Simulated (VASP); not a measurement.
Runs of VASP 6.6.1 on SnSe. The structure is that of space group Fm-3m (No. 225), or close to it. The cells are those of the table. 

```tsv
cell	gap on the mesh (eV)	pressure (GPa)
a = 4.257, b = 4.294 Å, angles 59.7, 59.4, 59.7°, 2 atoms	(a)	-3.3
a = 4.257, b = 4.273 Å, angles 59.9, 59.8, 59.9°, 2 atoms	0.59	-3.3
a = 4.257, b = 4.214 Å, angles 60.3, 60.7, 60.3°, 2 atoms	(b)	-3.3
a = 4.257, b = 4.267 Å, angles 59.9, 59.8, 59.9°, 2 atoms	0.61	-3.3
a = 4.257, b = 4.283 Å, angles 59.8, 59.6, 59.8°, 2 atoms	0.57	-3.3
```

Alike in all rows: task single point; level LDA; potentials or basis VASP PAW LDA potentials, release 64 (Sn_d, Se); no spin polarisation; k mesh 8 × 8 × 8; cutoff (eV) 520; smearing gaussian 0.05 eV.

Estimate the missing entries.

(a) 0.55; (b) 0.53.

Caveats: the cell stands under tension; semilocal functionals underestimate gaps, and a narrow one can read as zero; spin-orbit coupling is left out, which moves the levels of the heavy elements.

A k mesh can miss the band edges, and the runs leave out spin-orbit coupling on Se, Sn.
